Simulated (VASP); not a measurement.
Write the native input for VASP 6.6.1 that does the following.

| Item | Value |
| --- | --- |
| Task | relaxation of cell and atoms |
| Functional | PBE |
| Potentials or basis | VASP PAW PBE potentials, release 64 (Si, P) |
| Cutoff | 600 eV |
| k mesh | 12 × 12 × 8 |
| Occupations | gaussian, width 0.1 eV |
| Spin | no spin polarisation |
| Dipole correction | no |
| Further INCAR settings | ALGO = Normal; EDIFF = 1e-06; IBRION = 2; EDIFFG = -0.01; NSW = 100; ISIF = 3 |

The structure of Si2P lies in POSCAR:

```
Si2P
1.0
    4.4400559263      0.0000000000      0.0000000000
   -2.2200279631      3.8452012264      0.0000000000
    0.0000000000      0.0000000000      5.0878398859
Si P
4 2
Direct
    0.0000000000      0.0000000000      0.0000000000
    0.0000000000      0.0000000000      0.5000000000
    0.3333333333      0.6666666667      0.7500000000
    0.6666666667      0.3333333333      0.2500000000
    0.3333333333      0.6666666667      0.2500000000
    0.6666666667      0.3333333333      0.7500000000
```

One way to write it, as run:

INCAR

```
ALGO = Normal
EDIFF = 1E-6
EDIFFG = -0.01
ENCUT = 600
GGA = PE
IBRION = 2
ISIF = 3
ISMEAR = 0
LASPH = True
LCHARG = False
LREAL = False
LWAVE = False
NELM = 60
NSW = 100
PREC = Accurate
SIGMA = 0.1
```

KPOINTS

```
k-points
0
Gamma
  12 12 8
```

Potentials or basis: VASP PAW PBE potentials, release 64 (Si, P).

Command:

```bash
$ cat potpaw_PBE.64/Si/POTCAR potpaw_PBE.64/P/POTCAR > POTCAR
$ mpirun -np 1 vasp_std > vasp.out
```

It gave:

- Relaxed volume: 14.63 Å³/atom
- Relaxed cell: a = 4.502 Å, b = 4.502 Å, c = 5.001 Å, α = 90.00°, β = 90.00°, γ = 120.00°
- Space group after relaxing (to 0.05 Å): P6_3/mmc (No. 194)
- Energy gained by relaxing: 3.8 meV/atom
- Ionic steps: 5
- Pressure after relaxing: 0.0 GPa
- Band gap on the k mesh: zero (band 13 reaches 11.67 eV, above the bottom of band 14 at 6.80 eV)

It took 6.7 min on 1 thread of Oxide Virtual Turin-like Processor (shared host), peak memory 0.28 GiB.
